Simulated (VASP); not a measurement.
# TiCo3 (Pm-3m) in VASP: notebook

TiCo3 is run at these levels: PBEsol; tasks: single point.

All numbers are computed with VASP 6.6.1; they aren't measurements. Logs are shortened: lines on timing, memory, paths and dates and some standing lists are left out, and cuts for length are marked.

## (1) The cell of the first run

It takes space group Pm-3m (No. 221, cubic). Conventional cell: a = 3.614 Å, b = 3.614 Å, c = 3.614 Å, α = 90.00°, β = 90.00°, γ = 90.00°. Within 3.4 Å of Ti (site symmetry m-3m) lie 12 Co at 2.56 Å. Within 3.4 Å of Co (site symmetry 4/mmm) lie 4 Ti at 2.56 Å and 8 Co at 2.56 Å.

## (2) Single point, PBEsol, collinear spin, ferrimagnetic start

The input, INCAR:

```
SYSTEM = TiCo3
PREC = Accurate
ENCUT = 520
EDIFF = 1E-7
ISMEAR = 0
SIGMA = 0.05
LREAL = .False.
LASPH = .True.
NELM = 150
ALGO = Normal
ISIF = 2
LWAVE = .False.
LCHARG = .False.
ISPIN = 2
MAGMOM = -0.42 1.21 1.21 1.21
LORBIT = 11
LMAXMIX = 4
GGA = PS
NBANDS = 32
```

The input, KPOINTS:

```
Automatic mesh
0
Gamma
  12 12 12
  0 0 0
```

The input, POSCAR:

```
TiCo3
1.0
    3.6140000000      0.0000000000      0.0000000000
    0.0000000000      3.6140000000      0.0000000000
    0.0000000000      0.0000000000      3.6140000000
Ti Co
1 3
Direct
    0.0000000000      0.0000000000      0.0000000000
    0.0000000000      0.5000000000      0.5000000000
    0.5000000000      0.0000000000      0.5000000000
    0.5000000000      0.5000000000      0.0000000000
```

Potentials or basis: VASP PAW PBE potentials, release 64 (Ti_sv, Co).

Command:

```bash
$ cat potpaw_PBE.64/Ti_sv/POTCAR potpaw_PBE.64/Co/POTCAR > POTCAR
$ mpirun -np 1 vasp_std > vasp.out
```

OUTCAR:

```text
SYSTEM = TiCo3
   PREC = Accurate
   ENCUT = 520
   EDIFF = 1E-7
   ISMEAR = 0
   LREAL = .False.
   LASPH = .True.
   NELM = 150
   ISIF = 2
   ISPIN = 2
   LORBIT = 11
   GGA = PS

 ion  position               nearest neighbor table
   1  0.000  0.000  0.000-   2 2.56   3 2.56   4 2.56   2 2.56   3 2.56   2 2.56   4 2.56   2 2.56
                             3 2.56   4 2.56   3 2.56   4 2.56
   2  0.000  0.500  0.500-   1 2.56   3 2.56   4 2.56   1 2.56   4 2.56   1 2.56   3 2.56   1 2.56
                             3 2.56   4 2.56   4 2.56   3 2.56
   3  0.500  0.000  0.500-   1 2.56   2 2.56   4 2.56   1 2.56   4 2.56   2 2.56   4 2.56   4 2.56
                             1 2.56   2 2.56   1 2.56   2 2.56
   4  0.500  0.500  0.000-   1 2.56   2 2.56   3 2.56   2 2.56   3 2.56   1 2.56   3 2.56   3 2.56
                             1 2.56   2 2.56   2 2.56   1 2.56

  LATTYP: Found a simple cubic cell.
 ALAT       =     3.6140000000

  Lattice vectors:

 A1 = (   3.6140000000,   0.0000000000,   0.0000000000)
 A2 = (   0.0000000000,   3.6140000000,   0.0000000000)
 A3 = (   0.0000000000,   0.0000000000,   3.6140000000)

Analysis of symmetry for initial positions (statically):
=====================================================================
 Subroutine PRICEL returns:
 Original cell was already a primitive cell.

 Routine SETGRP: Setting up the symmetry group for a
 simple cubic supercell.

 Subroutine GETGRP returns: Found 48 space group operations
 (whereof 48 operations were pure point group operations)
 out of a pool of 48 trial point group operations.

The static configuration has the point symmetry O_h .

Analysis of symmetry for dynamics (positions and initial velocities):
=====================================================================
 Subroutine PRICEL returns:
 Original cell was already a primitive cell.

 Routine SETGRP: Setting up the symmetry group for a
 simple cubic supercell.

 Subroutine GETGRP returns: Found 48 space group operations
 (whereof 48 operations were pure point group operations)
 out of a pool of 48 trial point group operations.

The dynamic configuration has the point symmetry O_h .

Analysis of structural, dynamic, and magnetic symmetry:
=====================================================================
 Subroutine PRICEL returns:
 Original cell was already a primitive cell.

 Routine SETGRP: Setting up the symmetry group for a
 simple cubic supercell.

 Subroutine GETGRP returns: Found 48 space group operations
 (whereof 48 operations were pure point group operations)
 out of a pool of 48 trial point group operations.

The overall configuration has the point symmetry O_h .

 Subroutine INISYM returns: Found 48 space group operations
 (whereof 48 operations are pure point group operations),
 and found     1 'primitive' translations

----------------------------------------------------------------------------------------

                                     Primitive cell

  volume of cell :      47.2024

  direct lattice vectors                    reciprocal lattice vectors
     3.614000000  0.000000000  0.000000000     0.276701716  0.000000000  0.000000000
     0.000000000  3.614000000  0.000000000     0.000000000  0.276701716  0.000000000
     0.000000000  0.000000000  3.614000000     0.000000000  0.000000000  0.276701716

  length of vectors
     3.614000000  3.614000000  3.614000000     0.276701716  0.276701716  0.276701716

  position of ions in fractional coordinates (direct lattice)
     0.000000000  0.000000000  0.000000000
     0.000000000  0.500000000  0.500000000
     0.500000000  0.000000000  0.500000000
     0.500000000  0.500000000  0.000000000

  ion indices of the primitive-cell ions
   primitive index   ion index
                 1           1
                 2           2
                 3           3
                 4           4

----------------------------------------------------------------------------------------

 KPOINTS: Automatic mesh

Automatic generation of k-mesh.
[... 23 lines left out ...]
  0.000000  0.000000  0.000000      1.000000
  0.083333  0.000000  0.000000      6.000000
  0.166667  0.000000  0.000000      6.000000
  0.250000  0.000000  0.000000      6.000000
  0.333333  0.000000  0.000000      6.000000
  0.416667  0.000000  0.000000      6.000000
[... 16 lines left out ...]
  0.333333  0.333333  0.000000     12.000000
  0.416667  0.333333  0.000000     24.000000
 [... further k-points ...]
   k-points           NKPTS =     84   k-points in BZ     NKDIM =     84   number of bands    NBANDS=     32
   number of dos      NEDOS =    301   number of ions     NIONS =      4
   total plane-waves  NPLWV =  21952
   dimension x,y,z NGX =    28 NGY =   28 NGZ =   28
   dimension x,y,z NGXF=    56 NGYF=   56 NGZF=   56
   ions per type =               1   3
   NGX,Y,Z   is equivalent  to a cutoff of  12.88, 12.88, 12.88 a.u.
   NGXF,Y,Z  is equivalent  to a cutoff of  25.76, 25.76, 25.76 a.u.
 SYSTEM =  TiCo3
   PREC   = accura    normal or accurate (medium, high low for compatibility)
   ISTART =      0    job   : 0-new  1-cont  2-samecut
   ICHARG =      2    charge: 1-file 2-atom 10-const
   ISPIN  =      2    spin polarized calculation?
   LNONCOLLINEAR =      F non collinear calculations
   LSORBIT =      F    spin-orbit coupling
   LASPH  =      T    aspherical Exc in radial PAW
   ENCUT  =  520.0 eV  38.22 Ry    6.18 a.u.   6.72  6.72  6.72*2*pi/ulx,y,z
   NELM   =    150;   NELMIN=  2; NELMDL= -5     # of ELM steps
   EDIFF  = 0.1E-06   stopping-criterion for ELM
   LREAL  =      F    real-space projection
   EDIFFG = 0.1E-05   stopping-criterion for IOM
   NSW    =      0    number of steps for IOM
   IBRION =     -1    ionic relax: 0-MD 1-quasi-New 2-CG
   NFREE  =      0    steps in history (QN), initial steepest desc. (CG)
   ISIF   =      2    stress and relaxation
   ISYM   =      2    0-nonsym 1-usesym 2-fastsym
   POTIM  = 0.5000    time-step for ionic-motion
   TEBEG  =    0.0;   TEEND  =   0.0 temperature during run
   PSTRESS=    0.0 pullay stress
   NELECT =      39.0000    total number of electrons
   NUPDOWN=      -1.0000    fix difference up-down
   EMIN   =  10.00;   EMAX   =-10.00  energy-range for DOS
   EFERMI =   0.00;   METHOD = LEGACY
   ISMEAR =     0;   SIGMA  =   0.05  broadening in eV -4-tet -1-fermi 0-gaus
   EFERMI_NEDOS =   21; number of points for ismear=-14 and -15
   IALGO  =     38    algorithm
   IMIX   =      4    mixing-type and parameters
     AMIX     =   0.40;   BMIX     =  1.00
     AMIX_MAG =   1.60;   BMIX_MAG =  1.00
  volume/ion in A,a.u.               =      11.80        79.63
  Fermi-wavevector in a.u.,A,eV,Ry     =   1.536178  2.902956 32.107613  2.359843
  Thomas-Fermi vector in A             =   2.642863
   LORBIT       =     11    0 simple, 1 ext, 2 COOP (PROOUT), +10 PAW based schemes
   GGA     = PS    functional components
   LHFCALC =     F    Hartree Fock is set to
   AEXX    =    0.0000 exact exchange contribution
   IVDW    =     0    specifies the selected vdW correction
   LEPSILON=     F    determine dielectric tensor
   LRPA    =     F    only Hartree local field effects (RPA)
 spin polarized calculation
 Gauss-broadening in eV      SIGMA  =   0.05
  energy-cutoff  :      520.00
  volume of cell :       47.20
 maximum number of plane-waves:      1328
 NGX is ok and might be reduce to    28
   NGX = 13   NGY = 13   NGZ = 13

 number of electron      39.0000031 magnetization      -0.0003944

 number of electron      39.0000031 magnetization       0.0003125

 Free energy of the ion-electron system (eV)
  ---------------------------------------------------
  ext. energy  EPLUGINS =         0.00000000
  ---------------------------------------------------
  free energy    TOTEN  =       -32.53334123 eV

  energy without entropy =      -32.52593936  energy(sigma->0) =      -32.52964030

 E-fermi :   9.6277     XC(G=0): -13.2554

 val. band max:        9.6251979805   @ k =   0.2500   0.0000   0.0000
 cond. band min:       9.6295837703   @ k =   0.5000   0.3333   0.0833
 fundamental gap:      0.0043857897
 Fermi energy:         9.6276948096

 spin component 1

 k-point     1 :       0.0000    0.0000    0.0000
  band No.  band energies     occupation
      1     -46.6267      1.00000
      2     -22.9714      1.00000
      3     -22.9714      1.00000
      4     -22.9714      1.00000
      5       1.8154      1.00000
      6       5.5715      1.00000
[... 805 lines left out ...]
     30      21.2706      0.00000
     31      21.7610      0.00000

 [... further k-points ...]

 spin component 2

 k-point     1 :       0.0000    0.0000    0.0000
  band No.  band energies     occupation
      1     -46.6267      1.00000
      2     -22.9714      1.00000
      3     -22.9714      1.00000
      4     -22.9714      1.00000
      5       1.8154      1.00000
      6       5.5715      1.00000
[... 805 lines left out ...]
     30      21.2706      0.00000
     31      21.7610      0.00000

 [... further k-points ...]

 [bands above 31 left out]

------------------------ aborting loop because EDIFF is reached ----------------------------------------

  FORCE on cell =-STRESS in cart. coord.  units (eV):
  Direction    XX          YY          ZZ          XY          YZ          ZX
  --------------------------------------------------------------------------------------
  -------------------------------------------------------------------------------------
  Total       -4.5627977     -4.5627977     -4.5627977      0.0000000      0.0000000      0.0000000
  in kB     -154.8735860   -154.8735860   -154.8735860      0.0000000      0.0000000      0.0000000
  external PRESSURE =    -154.8735860 kB  Pullay stress =       0.0000000 kB

 VOLUME and BASIS-vectors are now :
 -----------------------------------------------------------------------------
  energy-cutoff  :      520.00
  volume of cell :       47.20
      direct lattice vectors                 reciprocal lattice vectors
     3.614000000  0.000000000  0.000000000     0.276701716  0.000000000  0.000000000
     0.000000000  3.614000000  0.000000000     0.000000000  0.276701716  0.000000000
     0.000000000  0.000000000  3.614000000     0.000000000  0.000000000  0.276701716

 POSITION                                       TOTAL-FORCE (eV/Angst)
 -----------------------------------------------------------------------------------
      0.00000      0.00000      0.00000         0.000000      0.000000      0.000000
      0.00000      1.80700      1.80700         0.000000      0.000000      0.000000
      1.80700      0.00000      1.80700         0.000000      0.000000      0.000000
      1.80700      1.80700      0.00000         0.000000      0.000000      0.000000
 -----------------------------------------------------------------------------------
    total drift:                                0.000000      0.000000      0.000000

  FREE ENERGIE OF THE ION-ELECTRON SYSTEM (eV)
  ---------------------------------------------------
  free  energy   TOTEN  =       -32.5333412324 eV

  energy  without entropy=      -32.5259393622  energy(sigma->0) =      -32.52964030

 total charge

# of ion       s       p       d       tot
------------------------------------------
    1        2.262   6.187   1.912  10.360
    2        0.498   0.489   7.308   8.295
    3        0.498   0.489   7.308   8.295
    4        0.498   0.489   7.308   8.295
--------------------------------------------------
tot          3.755   7.655  23.834  35.244

 magnetization (x)

# of ion       s       p       d       tot
------------------------------------------
    1        0.000  -0.000  -0.000  -0.000
    2       -0.000  -0.000   0.000   0.000
    3       -0.000  -0.000   0.000   0.000
    4       -0.000  -0.000   0.000   0.000
--------------------------------------------------
tot         -0.000  -0.000   0.000   0.000
```

Wall time 3.5 min (1 thread of Intel Xeon 6975P-C (Granite Rapids), shared host); peak memory 0.3 GiB.

What came out:

| Item | Value |
| --- | --- |
| Free energy | -32.5333 eV |
| Pressure | -15.5 GPa |
| Net moment | 0.00 μB per cell |
| Valence electrons inside the program's atomic spheres | Ti 10.36; Co 8.29 |

Caveat: the cell stands under tension; the PAW data sets were made with another functional, which shifts forces and pressure a little.

## (3) Single point, PBEsol, collinear spin, ferrimagnetic start

The input, INCAR:

```
PREC = Accurate
ENCUT = 520
EDIFF = 1E-7
ISMEAR = 0
SIGMA = 0.3
LREAL = False
LASPH = True
NELM = 150
ALGO = Fast
ISIF = 2
LWAVE = False
LCHARG = True
ISPIN = 2
MAGMOM = -0.42 1.21 1.21 1.21
LORBIT = 11
LMAXMIX = 4
GGA = PS
LELF = True
LVHAR = True
NBANDS = 32
```

The input, KPOINTS:

```
Automatic mesh
0
Gamma
  12 12 12
```

POSCAR is that of step 2.

Potentials or basis: VASP PAW PBE potentials, release 64 (Ti_sv, Co).

Command:

```bash
$ cat potpaw_PBE.64/Ti_sv/POTCAR potpaw_PBE.64/Co/POTCAR > POTCAR
$ mpirun -np 1 vasp_std > vasp.out
```

OUTCAR:

```text
PREC = Accurate
   ENCUT = 520
   EDIFF = 1E-7
   ISMEAR = 0
   LREAL = False
   LASPH = True
   NELM = 150
   ISIF = 2
   ISPIN = 2
   LORBIT = 11
   GGA = PS

 ion  position               nearest neighbor table
   1  0.000  0.000  0.000-   2 2.56   3 2.56   4 2.56   2 2.56   3 2.56   2 2.56   4 2.56   2 2.56
                             3 2.56   4 2.56   3 2.56   4 2.56
   2  0.000  0.500  0.500-   1 2.56   3 2.56   4 2.56   1 2.56   4 2.56   1 2.56   3 2.56   1 2.56
                             3 2.56   4 2.56   4 2.56   3 2.56
[... 1870 lines left out ...]
  volume of cell :       47.20
      direct lattice vectors                 reciprocal lattice vectors
     3.614000000  0.000000000  0.000000000     0.276701716  0.000000000  0.000000000
     0.000000000  3.614000000  0.000000000     0.000000000  0.276701716  0.000000000
     0.000000000  0.000000000  3.614000000     0.000000000  0.000000000  0.276701716

 POSITION                                       TOTAL-FORCE (eV/Angst)
 -----------------------------------------------------------------------------------
      0.00000      0.00000      0.00000         0.000000      0.000000      0.000000
      0.00000      1.80700      1.80700         0.000000      0.000000      0.000000
      1.80700      0.00000      1.80700         0.000000      0.000000      0.000000
      1.80700      1.80700      0.00000         0.000000      0.000000      0.000000
 -----------------------------------------------------------------------------------
    total drift:                                0.000000      0.000000      0.000000

  FREE ENERGIE OF THE ION-ELECTRON SYSTEM (eV)
  ---------------------------------------------------
  free  energy   TOTEN  =       -32.7136621946 eV

  energy  without entropy=      -32.4864402042  energy(sigma->0) =      -32.60005120

 total charge

# of ion       s       p       d       tot
------------------------------------------
    1        2.263   6.188   1.921  10.372
    2        0.499   0.494   7.298   8.292
    3        0.499   0.494   7.298   8.292
    4        0.499   0.494   7.298   8.292
--------------------------------------------------
tot          3.759   7.671  23.817  35.247

 magnetization (x)

# of ion       s       p       d       tot
------------------------------------------
    1       -0.008  -0.025  -0.338  -0.372
    2       -0.005  -0.021   0.988   0.962
    3       -0.005  -0.021   0.988   0.962
    4       -0.005  -0.021   0.988   0.962
--------------------------------------------------
tot         -0.023  -0.088   2.625   2.514
```

stdout:

```text
[... 35 lines left out ...]
```

It took 2.7 min on 1 thread of Intel Xeon 6975P-C (Granite Rapids), shared host; peak memory 0.31 GiB.

What came out:

```
Free energy                                           : -32.7137 eV
Pressure                                              : -11.2 GPa
Net moment                                            : 2.41 μB per cell
Site moments                                          : Ti -0.37; Co +0.96 μB
Valence electrons inside the program's atomic spheres : Ti 10.37; Co 8.29
```

Caveat: the cell stands under tension; so wide a smearing shifts energies and pressures; the PAW data sets were made with another functional, which shifts forces and pressure a little.

## (4) Single point, PBEsol, collinear spin, ferrimagnetic start

The input, INCAR:

```
SYSTEM = TiCo3
  PREC = Accurate
  ENCUT = 520
  EDIFF = 1E-6
  ISMEAR = -1
  SIGMA = 0.01
  LREAL = .FALSE.
  LASPH = .TRUE.
  NELM = 150
  ALGO = Normal
  ISIF = 2
  LWAVE = .FALSE.
  LCHARG = .FALSE.
  ISPIN = 2
  MAGMOM = -0.42 1.21 1.21 1.21
  LORBIT = 11
  LMAXMIX = 4
  GGA = PS
  NBANDS = 32
```

The input, KPOINTS:

```
Automatic mesh
0
G
  12 12 12
  0 0 0
```

POSCAR is that of step 3.

Command:

```bash
$ cat potpaw_PBE.64/Ti_sv/POTCAR potpaw_PBE.64/Co/POTCAR > POTCAR
$ mpirun -np 1 vasp_std > vasp.out
```

Wall time 11 min (1 thread of Intel Xeon Platinum 8488C (Sapphire Rapids), shared host); peak memory 0.31 GiB.

The run converged. Its results:

```yaml
Free_energy: -32.5307 eV
Pressure: -15.5 GPa
Net_moment: -0.01 μB per cell
Valence_electrons_inside_the_program's_atomic_spheres: Ti 10.36; Co 8.29
```

Levels at points of the mesh, in eV from the Fermi level:
Spin up:
```tsv
k point	band 17	band 18	band 19	band 20	band 21	band 22	band 23	band 24
(0.00, 0.00, 0.00)	0.47	0.68	0.68	0.68	2.48	2.48	3.27	3.27
(0.50, 0.00, 0.00)	-0.50	-0.50	-0.42	0.13	0.69	1.21	1.21	1.90
(0.50, 0.50, 0.00)	-0.79	-0.70	-0.70	-0.31	-0.30	1.69	1.69	2.08
(0.50, 0.50, 0.50)	0.08	0.49	0.49	0.49	0.81	0.81	0.81	2.12
```
Spin down:
```
           k point  band 18  band 19  band 20  band 21  band 22  band 23
(0.00, 0.00, 0.00)     0.68     0.68     0.68     2.48     2.48     3.27
(0.50, 0.00, 0.00)    -0.50    -0.43     0.13     0.68     1.21     1.21
(0.50, 0.50, 0.00)    -0.70    -0.70    -0.31    -0.30     1.69     1.69
(0.50, 0.50, 0.50)     0.49     0.49     0.49     0.81     0.81     0.81
```

Caveat: the cell stands under tension; the PAW data sets were made with another functional, which shifts forces and pressure a little.

[end of part 1 of 2]
